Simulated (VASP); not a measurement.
Write the native input for VASP 6.6.1 that does the following.

```
Task                   : single point
Functional             : PBEsol
Potentials or basis    : VASP PAW PBE potentials, release 64 (Co, In_d, As)
Cutoff                 : 520 eV
k mesh                 : 3 × 3 × 3
Occupations            : gaussian, width 0.05 eV
Spin                   : collinear spin, ferromagnetic start
Starting moments       : [2.26, 0.0, 0.0, 0.0, 0.0, 0.0, 0.0, 0.0, 0.04, 0.04, 0.04, 0.0, 0.04, 0.0, 0.0, 0.0] μB
Hubbard terms          : Co d U = 6.0 eV
Dipole correction      : no
Further INCAR settings : LREAL = Auto; ALGO = Normal; EDIFF = 1e-07; NBANDS = 88
```

The structure of In7CoAs8 lies in POSCAR:

```
In7CoAs8
1.0
    0.0000000000      6.0580000000      6.0580000000
    6.0580000000      0.0000000000      6.0580000000
    6.0580000000      6.0580000000      0.0000000000
Co In As
1 7 8
Direct
    0.0000000000      0.0000000000      1.0000000000
    0.0033947217      0.0033947217      0.4966052783
    0.0033947217      0.4966052783      0.0033947217
    0.0033947217      0.4966052783      0.4966052783
    0.4966052783      0.0033947217      0.0033947217
    0.4966052783      0.0033947217      0.4966052783
    0.4966052783      0.4966052783      0.0033947217
    0.5000000000      0.5000000000      0.5000000000
    0.1172760432      0.1172760432      0.1172760432
    0.1172760432      0.1172760432      0.6481718705
    0.1172760432      0.6481718705      0.1172760432
    0.1236636802      0.6254454399      0.6254454399
    0.6481718705      0.1172760432      0.1172760432
    0.6254454399      0.1236636802      0.6254454399
    0.6254454399      0.6254454399      0.1236636802
    0.6254454399      0.6254454399      0.6254454399
```

The input as run:

INCAR

```
PREC = Accurate
ENCUT = 520
EDIFF = 1E-7
ISMEAR = 0
SIGMA = 0.05
LREAL = Auto
LASPH = T
NELM = 150
ALGO = Normal
ISIF = 2
LWAVE = F
LCHARG = F
ISPIN = 2
MAGMOM = 2.26 0 0 0 0 0 0 0 0.04 0.04 0.04 0 0.04 0 0 0
LORBIT = 11
LMAXMIX = 4
LDAU = T
LDAUTYPE = 2
LDAUL = 2 -1 -1
LDAUU = 6 0 0
LDAUJ = 0 0 0
LDAUPRINT = 1
GGA = PS
NBANDS = 88
```

KPOINTS

```
Automatic mesh
0
Gamma
  3 3 3
```

Potentials or basis: VASP PAW PBE potentials, release 64 (Co, In_d, As).

Run with:

```console
$ cat potpaw_PBE.64/Co/POTCAR potpaw_PBE.64/In_d/POTCAR potpaw_PBE.64/As/POTCAR > POTCAR
$ mpirun -np 1 vasp_std > vasp.out
```

It gave:

| Property | Result |
| --- | --- |
| Pressure | -1.0 GPa |
| Largest force | 0.231 eV/Å |
| Net moment | 2.06 μB per cell |
| Site moments | Co +2.58; In -0.00, -0.01 (each value once); As -0.05, -0.04 (each value once) μB |
| Valence electrons inside the program's atomic spheres | Co 7.88; In 11.44, 11.46 (each value once); As 2.77, 2.79 (each value once) |

Caveat: the PAW data sets were made with another functional, which shifts forces and pressure a little; a cell with one magnetic atom can't hold antiferromagnetic order, which such compounds often take; the U is typed as a test and isn't derived for this compound.

Wall time 30 min on 1 thread of Intel Xeon 8259CL (shared host), peak memory 0.89 GiB.
